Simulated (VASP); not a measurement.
A run of VASP 6.6.1 is set up as follows.

Contents of INCAR:

```
  ALGO = Normal
  EDIFF = 1E-8
  ENCUT = 520
  ISIF = 2
  ISMEAR = -1
  LASPH = T
  LCHARG = F
  LEFG = T
  LREAL = F
  LWAVE = F
  NBANDS = 17
  NELM = 80
  PREC = Accurate
  SIGMA = 0.01
```

File KPOINTS:

```
k-points
0
Gamma
  8 8 8
```

File POSCAR:

```
PbS
1.0
    0.0000000000      2.9650000000      3.0539500000
    2.9650000000      0.0000000000      3.0539500000
    2.9650000000      2.9650000000      0.0000000000
Pb S
1 1
Direct
    0.0000000000      0.0000000000      0.0000000000
    0.5000000000      0.5000000000      0.5000000000
```

Potentials or basis: VASP PAW LDA potentials, release 64 (Pb_d, S).

The run is started by

```sh
$ cat potpaw_LDA.64/Pb_d/POTCAR potpaw_LDA.64/S/POTCAR > POTCAR
$ mpirun -np 1 vasp_std > vasp.out
```

**Question.** What does it give for the band gap on the k mesh?

**Answer.** 0.28 eV, direct.

**Question.** Predict the pressure.

**Answer.** -3.9 GPa.

Stress tensor (GPa, compression positive):
```
-2.91  0.00  0.00
 0.00 -2.91  0.00
 0.00  0.00 -5.79
```

Caveat: the cell differs from its parent crystal (zz strain of +3 %); without QUAD_EFG the Cq values of the log hold for a quadrupole moment of 1 mb, not for the nuclei; spin-orbit coupling is left out, which moves the levels of the heavy elements. A k mesh can miss the band edges.
